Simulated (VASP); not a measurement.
# Te (Fd-3m) in VASP: a series of runs, part 2 of 2

VASP 6.6.1.

### Step 4. Single point, PBEsol

This run uses another cell than the first one, of 43.98 Å³/atom.

Input file INCAR:

```
SYSTEM = Te
ALGO     = Normal         ! electronic algorithm
EDIFF    = 1E-6           ! SCF threshold, eV
ENCUT    = 520            ! plane-wave cutoff, eV
GGA      = PS             ! functional
ISIF     = 2              ! what is computed and relaxed
ISMEAR   = -1             ! smearing method
LASPH    = .TRUE.         ! aspherical terms in the spheres
LCHARG   = .FALSE.        ! write CHGCAR
LREAL    = .FALSE.        ! projectors in reciprocal space
LWAVE    = .FALSE.        ! write WAVECAR
NBANDS   = 13             ! bands
NELM     = 80             ! most SCF steps
PREC     = Accurate       ! precision mode
SIGMA    = 0.1            ! smearing width, eV
```

Input file KPOINTS:

```
k-points
0
G
  13 13 13
  0 0 0
```

Input file POSCAR:

```
Te
1.0
    0.0000000000      3.5299039499      3.5299039499
    3.5299039499      0.0000000000      3.5299039499
    3.5299039499      3.5299039499      0.0000000000
Te
2
Direct
    0.1250000000      0.1250000000      0.1250000000
    0.8750000000      0.8750000000      0.8750000000
```

Potentials or basis: VASP PAW PBE potentials, release 64 (Te).

On the command line:

```sh
> cat potpaw_PBE.64/Te/POTCAR > POTCAR
> mpirun -np 1 vasp_std > vasp.out
```

OUTCAR:

```text
SYSTEM = Te
   EDIFF = 1E-6
   ENCUT = 520
   GGA = PS
   ISIF = 2
   ISMEAR = -1
   LASPH = .TRUE.
   LREAL = .FALSE.
   NELM = 80
   PREC = Accurate

 ion  position               nearest neighbor table
   1  0.125  0.125  0.125-   2 3.06   2 3.06   2 3.06   2 3.06
   2  0.875  0.875  0.875-   1 3.06   1 3.06   1 3.06   1 3.06

  LATTYP: Found a face centered cubic cell.
 ALAT       =     7.0598078998

  Lattice vectors:

 A1 = (   0.0000000000,   3.5299039499,   3.5299039499)
 A2 = (   3.5299039499,   0.0000000000,   3.5299039499)
 A3 = (   3.5299039499,   3.5299039499,   0.0000000000)

Analysis of symmetry for initial positions (statically):
=====================================================================
 Subroutine PRICEL returns:
 Original cell was already a primitive cell.

 Routine SETGRP: Setting up the symmetry group for a
 face centered cubic supercell.

 Subroutine GETGRP returns: Found 48 space group operations
 (whereof 12 operations were pure point group operations)
 out of a pool of 48 trial point group operations.

The static configuration has the point symmetry D_3d.
 The point group associated with its full space group is O_h .

Analysis of symmetry for dynamics (positions and initial velocities):
=====================================================================
 Subroutine PRICEL returns:
 Original cell was already a primitive cell.

 Routine SETGRP: Setting up the symmetry group for a
 face centered cubic supercell.

 Subroutine GETGRP returns: Found 48 space group operations
 (whereof 12 operations were pure point group operations)
 out of a pool of 48 trial point group operations.

The dynamic configuration has the point symmetry D_3d.
 The point group associated with its full space group is O_h .

 Subroutine INISYM returns: Found 48 space group operations
 (whereof 12 operations are pure point group operations),
 and found     1 'primitive' translations

----------------------------------------------------------------------------------------

                                     Primitive cell

  volume of cell :      87.9668

  direct lattice vectors                    reciprocal lattice vectors
     0.000000000  3.529903950  3.529903950    -0.141646914  0.141646914  0.141646914
     3.529903950  0.000000000  3.529903950     0.141646914 -0.141646914  0.141646914
     3.529903950  3.529903950  0.000000000     0.141646914  0.141646914 -0.141646914

  length of vectors
     4.992038040  4.992038040  4.992038040     0.245339651  0.245339651  0.245339651

  position of ions in fractional coordinates (direct lattice)
     0.125000000  0.125000000  0.125000000
     0.875000000  0.875000000  0.875000000

  ion indices of the primitive-cell ions
   primitive index   ion index
                 1           1
                 2           2

----------------------------------------------------------------------------------------

 KPOINTS: k-points

Automatic generation of k-mesh.
 Grid dimensions read from file:
 generate k-points for:   13   13   13

 Generating k-lattice:

  Cartesian coordinates                     Fractional coordinates (reciprocal lattice)
    -0.010895916  0.010895916  0.010895916     0.076923077  0.000000000  0.000000000
     0.010895916 -0.010895916  0.010895916     0.000000000  0.076923077  0.000000000
     0.010895916  0.010895916 -0.010895916     0.000000000  0.000000000  0.076923077

  Length of vectors
     0.018872281  0.018872281  0.018872281

  Shift w.r.t. Gamma in fractional coordinates (k-lattice)
     0.000000000  0.000000000  0.000000000

 Subroutine IBZKPT returns following result:
 ===========================================

 Found     84 irreducible k-points:

 Following reciprocal coordinates:
            Coordinates               Weight
  0.000000  0.000000  0.000000      1.000000
  0.076923  0.000000  0.000000      8.000000
  0.153846  0.000000  0.000000      8.000000
  0.230769  0.000000  0.000000      8.000000
  0.307692  0.000000  0.000000      8.000000
  0.384615  0.000000  0.000000      8.000000
[... 16 lines left out ...]
  0.384615  0.153846  0.000000     24.000000
  0.461538  0.153846  0.000000     24.000000
 [... further k-points ...]
   k-points           NKPTS =     84   k-points in BZ     NKDIM =     84   number of bands    NBANDS=     13
   number of dos      NEDOS =    301   number of ions     NIONS =      2
   total plane-waves  NPLWV =  64000
   dimension x,y,z NGX =    40 NGY =   40 NGZ =   40
   dimension x,y,z NGXF=    80 NGYF=   80 NGZF=   80
   ions per type =               2
   NGX,Y,Z   is equivalent  to a cutoff of  13.32, 13.32, 13.32 a.u.
   NGXF,Y,Z  is equivalent  to a cutoff of  26.64, 26.64, 26.64 a.u.
 SYSTEM =  Te
   PREC   = accura    normal or accurate (medium, high low for compatibility)
   ISTART =      0    job   : 0-new  1-cont  2-samecut
   ICHARG =      2    charge: 1-file 2-atom 10-const
   ISPIN  =      1    spin polarized calculation?
   LNONCOLLINEAR =      F non collinear calculations
   LSORBIT =      F    spin-orbit coupling
   LASPH  =      T    aspherical Exc in radial PAW
   ENCUT  =  520.0 eV  38.22 Ry    6.18 a.u.   9.28  9.28  9.28*2*pi/ulx,y,z
   NELM   =     80;   NELMIN=  2; NELMDL= -5     # of ELM steps
   EDIFF  = 0.1E-05   stopping-criterion for ELM
   LREAL  =      F    real-space projection
   EDIFFG = 0.1E-04   stopping-criterion for IOM
   NSW    =      0    number of steps for IOM
   IBRION =     -1    ionic relax: 0-MD 1-quasi-New 2-CG
   NFREE  =      0    steps in history (QN), initial steepest desc. (CG)
   ISIF   =      2    stress and relaxation
   ISYM   =      2    0-nonsym 1-usesym 2-fastsym
   POTIM  = 0.5000    time-step for ionic-motion
   TEBEG  =    0.0;   TEEND  =   0.0 temperature during run
   PSTRESS=    0.0 pullay stress
   NELECT =      12.0000    total number of electrons
   NUPDOWN=      -1.0000    fix difference up-down
   EMIN   =  10.00;   EMAX   =-10.00  energy-range for DOS
   EFERMI =   0.00;   METHOD = LEGACY
   ISMEAR =    -1;   SIGMA  =   0.10  broadening in eV -4-tet -1-fermi 0-gaus
   EFERMI_NEDOS =   21; number of points for ismear=-14 and -15
   IALGO  =     38    algorithm
   IMIX   =      4    mixing-type and parameters
     AMIX     =   0.40;   BMIX     =  1.00
     AMIX_MAG =   1.60;   BMIX_MAG =  1.00
  volume/ion in A,a.u.               =      43.98       296.81
  Fermi-wavevector in a.u.,A,eV,Ry     =   0.842744  1.592555  9.663096  0.710218
  Thomas-Fermi vector in A             =   1.957500
   LORBIT       =      0    0 simple, 1 ext, 2 COOP (PROOUT), +10 PAW based schemes
   GGA     = PS    functional components
   LHFCALC =     F    Hartree Fock is set to
   AEXX    =    0.0000 exact exchange contribution
   IVDW    =     0    specifies the selected vdW correction
   LEPSILON=     F    determine dielectric tensor
   LRPA    =     F    only Hartree local field effects (RPA)
 non-spin polarized calculation
  energy-cutoff  :      520.00
  volume of cell :       87.97
 maximum number of plane-waves:      2421
 NGX is ok and might be reduce to    40
   NGX = 19   NGY = 19   NGZ = 19

 number of electron      11.9999999 magnetization

 Free energy of the ion-electron system (eV)
  ---------------------------------------------------
  ext. energy  EPLUGINS =         0.00000000
  ---------------------------------------------------
  free energy    TOTEN  =        -6.07910402 eV

  energy without entropy =       -6.01384555  energy(sigma->0) =       -6.04647478

 E-fermi :   3.6003     XC(G=0):  -7.9331

 val. band max:        3.5987220680   @ k =  -0.2308   0.2308   0.0000
 cond. band min:       3.6233458133   @ k =  -0.3077   0.0769   0.0000
 fundamental gap:      0.0246237452
 Fermi energy:         3.6002958308

 k-point     1 :       0.0000    0.0000    0.0000
  band No.  band energies     occupation
      1      -9.6173      2.00000
      2      -4.9812      2.00000
      3       0.4883      2.00000
      4       0.4883      2.00000
      5       0.4883      2.00000
      6       2.8712      1.99864
      7       2.8712      1.99864
      8       2.8712      1.99864
      9       7.0942      0.00000
     10       9.4962      0.00000
     11       9.4962      0.00000
     12      10.9553      0.00000
     13      10.9553      0.00000
[... 353 lines left out ...]
 k-point    24 :       0.4615    0.1538    0.0000
  band No.  band energies     occupation
      1      -8.7355      2.00000
      2      -6.7576      2.00000
      3      -0.7394      2.00000
      4      -0.3179      2.00000
      5       1.0199      2.00000
      6       3.3976      1.76718
      7       4.2497      0.00302
      8       4.9461      0.00000
      9       8.5785      0.00000
     10       8.9084      0.00000
     11      10.1313      0.00000
     12      10.4006      0.00000
     13      11.3230      0.00000

 [... further k-points ...]
[... 5 lines left out ...]
  --------------------------------------------------------------------------------------
  -------------------------------------------------------------------------------------
  Total        0.0198510      0.0198510      0.0198510      0.0000000     -0.0000000      0.0000000
  in kB        0.3615557      0.3615557      0.3615557      0.0000000     -0.0000000      0.0000000
  external PRESSURE =       0.3615557 kB  Pullay stress =       0.0000000 kB

 VOLUME and BASIS-vectors are now :
 -----------------------------------------------------------------------------
  energy-cutoff  :      520.00
  volume of cell :       87.97
      direct lattice vectors                 reciprocal lattice vectors
     0.000000000  3.529903950  3.529903950    -0.141646914  0.141646914  0.141646914
     3.529903950  0.000000000  3.529903950     0.141646914 -0.141646914  0.141646914
     3.529903950  3.529903950  0.000000000     0.141646914  0.141646914 -0.141646914

 POSITION                                       TOTAL-FORCE (eV/Angst)
 -----------------------------------------------------------------------------------
      0.88248      0.88248      0.88248        -0.000000      0.000000     -0.000000
      6.17733      6.17733      6.17733         0.000000     -0.000000      0.000000
 -----------------------------------------------------------------------------------
    total drift:                                0.000000      0.000000      0.000000

  FREE ENERGIE OF THE ION-ELECTRON SYSTEM (eV)
  ---------------------------------------------------
  free  energy   TOTEN  =        -6.0791040157 eV

  energy  without entropy=       -6.0138455510  energy(sigma->0) =       -6.04647478
```

Wall time 2 min (1 thread of Intel Xeon Platinum 8259CL at 2.50GHz (Skylake/Cascade Lake), shared host); peak memory 0.27 GiB.

Results:

```yaml
Free_energy: -6.0791 eV
Pressure: 0.0 GPa
Band_gap_on_the_k_mesh: zero (bands 6 and 7 overlap by 0.96 eV)
```

Caveat: the PAW data sets were made with another functional, which shifts forces and pressure a little; spin-orbit coupling is left out, which moves the levels of the heavy elements.

### Step 5. The runs side by side

| task | cell | k mesh | cutoff (eV) | gap on the mesh (eV) | pressure (GPa) |
| --- | --- | --- | --- | --- | --- |
| single point | a = 5.184 Å, angles 60.0°, 2 atoms | 9 × 9 × 9 | 520 | none | -2.7 |
| relaxation of cell and atoms | relaxed from a = 4.793 Å, angles 60.0°, 2 atoms | 8 × 8 × 8 | 600 | none | 0.0 |
| single point | a = 4.992 Å, angles 60.0°, 2 atoms | 13 × 13 × 13 | 520 | none | 0.0 |

Alike in all rows: level PBEsol; potentials or basis VASP PAW PBE potentials, release 64 (Te); no spin polarisation; smearing fermi-dirac 0.1 eV.

Caveats: the PAW data sets were made with another functional, which shifts forces and pressure a little; spin-orbit coupling is left out, which moves the levels of the heavy elements.

Absolute energies hang on the potentials; compare differences alone.
